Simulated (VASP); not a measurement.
# Si4S (P6/mmm) in VASP: further runs, part 2 of 2

VASP 6.6.1. The steps go on from the part before.

### 4 Relaxation of cell and atoms, PBE

This run uses another cell than the first one, of 19.16 Å³/atom, 1.015 times its volume.

Input file INCAR:

```
SYSTEM = Si4S
PREC     = Accurate       ! precision mode
ENCUT    = 600            ! plane-wave cutoff, eV
EDIFF    = 1E-7           ! SCF threshold, eV
ISMEAR   = 0              ! smearing method
SIGMA    = 0.1            ! smearing width, eV
LREAL    = .FALSE.        ! projectors in reciprocal space
LASPH    = .TRUE.         ! aspherical terms in the spheres
NELM     = 100            ! most SCF steps
ALGO     = Normal         ! electronic algorithm
ISIF     = 3              ! what is computed and relaxed
LWAVE    = .FALSE.        ! write WAVECAR
LCHARG   = .FALSE.        ! write CHGCAR
GGA      = PE             ! functional
IBRION   = 2              ! ionic algorithm
NSW      = 100            ! ionic steps
EDIFFG   = -0.01          ! ionic threshold
```

Input file KPOINTS:

```
Automatic mesh
0
G
  12 12 6
  0 0 0
```

Input file POSCAR:

```
Si4S
1.0
    4.0014376101      0.0000000000      0.0000000000
   -2.0007188050      3.4653466220      0.0000000000
    0.0000000000      0.0000000000      6.9095706969
Si S
4 1
Direct
    0.3333333333      0.6666666667      0.7049001644
    0.6666666667      0.3333333333      0.7049001644
    0.6666666667      0.3333333333      0.2950998356
    0.3333333333      0.6666666667      0.2950998356
    0.0000000000      0.0000000000      0.0000000000
```

Potentials or basis: VASP PAW PBE potentials, release 64 (Si, S).

Run with:

```sh
$ cat potpaw_PBE.64/Si/POTCAR potpaw_PBE.64/S/POTCAR > POTCAR
$ mpirun -np 1 vasp_std > vasp.out
```

OUTCAR:

```text
SYSTEM = Si4S
   PREC = Accurate
   ENCUT = 600
   EDIFF = 1E-7
   ISMEAR = 0
   LREAL = .FALSE.
   LASPH = .TRUE.
   NELM = 100
   ISIF = 3
   GGA = PE
   IBRION = 2
   NSW = 100
   EDIFFG = -0.01

 ion  position               nearest neighbor table
   1  0.333  0.667  0.705-   2 2.31   2 2.31   2 2.31   4 2.83
   2  0.667  0.333  0.705-   1 2.31   1 2.31   1 2.31   3 2.83
   3  0.667  0.333  0.295-   4 2.31   4 2.31   4 2.31   2 2.83
   4  0.333  0.667  0.295-   3 2.31   3 2.31   3 2.31   1 2.83
   5  0.000  0.000  0.000-

  LATTYP: Found a hexagonal cell.
 ALAT       =     4.0014376101
 C/A-ratio  =     1.7267720680

  Lattice vectors:

 A1 = (   4.0014376101,   0.0000000000,   0.0000000000)
 A2 = (  -2.0007188050,   3.4653466220,   0.0000000000)
[... 394 lines left out ...]
 cond. band min:       6.5368326396   @ k =   0.3333   0.2500   0.3333
 fundamental gap:      0.0023916348
 Fermi energy:         6.5346010859

 k-point     1 :       0.0000    0.0000    0.0000
  band No.  band energies     occupation
      1      -7.1633      2.00000
      2      -4.1584      2.00000
      3      -4.0052      2.00000
      4       3.1088      2.00000
      5       3.9606      2.00000
      6       3.9606      2.00000
      7       4.3554      2.00000
      8       4.3554      2.00000
      9       4.6335      2.00000
     10       5.1053      2.00000
     11       5.2001      2.00000
     12       5.2001      2.00000
     13       8.0121      0.00000
     14       9.0627      0.00000
[... 401 lines left out ...]
      2      -3.9663      2.00000
      3      -2.6724      2.00000
      4      -0.4540      2.00000
      5       0.7995      2.00000
      6       2.1354      2.00000
      7       2.3791      2.00000
      8       3.8670      2.00000
      9       4.1094      2.00000
     10       5.6215      2.00000
     11       5.9640      2.00000
     12       6.4151      1.90902
     13       6.9699      0.00000
     14       8.6769      0.00000
     15       9.8057      0.00000

 [... further k-points ...]
[... 5 lines left out ...]
  --------------------------------------------------------------------------------------
  -------------------------------------------------------------------------------------
  Total       -0.0008972     -0.0008972      0.0037082     -0.0000000     -0.0000000     -0.0000000
  in kB       -0.0152457     -0.0152457      0.0630088     -0.0000000     -0.0000000     -0.0000000
  external PRESSURE =       0.0108392 kB  Pullay stress =       0.0000000 kB
[... 20 lines left out ...]
  FREE ENERGIE OF THE ION-ELECTRON SYSTEM (eV)
  ---------------------------------------------------
  free  energy   TOTEN  =       -23.2418306366 eV

  energy  without entropy=      -23.2347494275  energy(sigma->0) =      -23.23829003

 reached required accuracy - stopping structural energy minimisation
```

OSZICAR:

```text
N       E                     dE             d eps       ncg     rms          rms(c)
DAV:   1     0.619643799961E+02    0.61964E+02   -0.96214E+03  2280   0.136E+03
[... 102 lines left out ...]
DAV:   1    -0.232419284933E+02   -0.13735E-03   -0.55604E-03  2406   0.408E-01    0.611E-02
DAV:   2    -0.232418565842E+02    0.71909E-04   -0.48208E-04  2955   0.124E-01    0.241E-02
DAV:   3    -0.232418385251E+02    0.18059E-04   -0.56408E-05  2743   0.500E-02    0.138E-02
DAV:   4    -0.232418315514E+02    0.69737E-05   -0.19267E-05  2848   0.252E-02    0.577E-03
DAV:   5    -0.232418311729E+02    0.37852E-06   -0.18291E-06  2925   0.873E-03    0.337E-03
DAV:   6    -0.232418308110E+02    0.36188E-06   -0.31290E-07  1976   0.347E-03    0.150E-03
DAV:   7    -0.232418306273E+02    0.18372E-06   -0.23823E-08  1210   0.120E-03    0.181E-04
DAV:   8    -0.232418306366E+02   -0.92521E-08   -0.76906E-09  1203   0.618E-04
  11 F= -.23241831E+02 E0= -.23238290E+02  d E =-.395294E-04
```

It took 8.4 min on 1 thread of Intel Xeon Platinum 8259CL at 2.50GHz (Skylake/Cascade Lake), shared host; peak memory 0.3 GiB.

Results:

```yaml
Free_energy: -23.2418 eV
Relaxed_volume: 18.86 Å³/atom
Relaxed_cell: a = 4.032 Å, b = 4.032 Å, c = 6.699 Å, α = 90.00°, β = 90.00°, γ = 120.00°
Space_group_after_relaxing_to_0.05_Å: P6/mmm (No. 191)
Energy_gained_by_relaxing: 4.6 meV/atom
Ionic_steps: 11
Pressure_after_relaxing: 0.0 GPa
Band_gap_on_the_k_mesh: zero (band 11 reaches 7.69 eV, above the bottom of band 12 at 5.14 eV)
```

The path:
| step | energy change (eV) | largest force (eV/Å) | pressure (GPa) | volume (Å³) |
| --- | --- | --- | --- | --- |
| 1 | 0.0000 | 0.0425 | 0.04 | 95.81 |
| 2 | -0.0130 | 0.0510 | -0.59 | 95.87 |
| 3 | -0.0163 | 0.0498 | -0.99 | 95.90 |
| 4 | -0.0217 | 0.0538 | 0.27 | 94.06 |
| 5 | -0.0218 | 0.0529 | 0.08 | 94.32 |
| 6 | -0.0224 | 0.0400 | 0.04 | 94.32 |
| 7 | -0.0230 | 0.0066 | -0.06 | 94.30 |
| 8 | -0.0231 | 0.0008 | 0.13 | 94.13 |
| 9 | -0.0231 | 0.0023 | 0.08 | 94.17 |
| 10 | -0.0231 | 0.0030 | 0.06 | 94.19 |
| 11 | -0.0232 | 0.0016 | 0.00 | 94.29 |

Final structure:
```
CELL_PARAMETERS angstrom
4.03161 0.00000 0.00000
-2.01581 3.49148 0.00000
0.00000 0.00000 6.69864
ATOMIC_POSITIONS crystal
Si 0.33333 0.66667 0.70794
Si 0.66667 0.33333 0.70794
Si 0.66667 0.33333 0.29206
Si 0.33333 0.66667 0.29206
S 0.00000 0.00000 0.00000
```
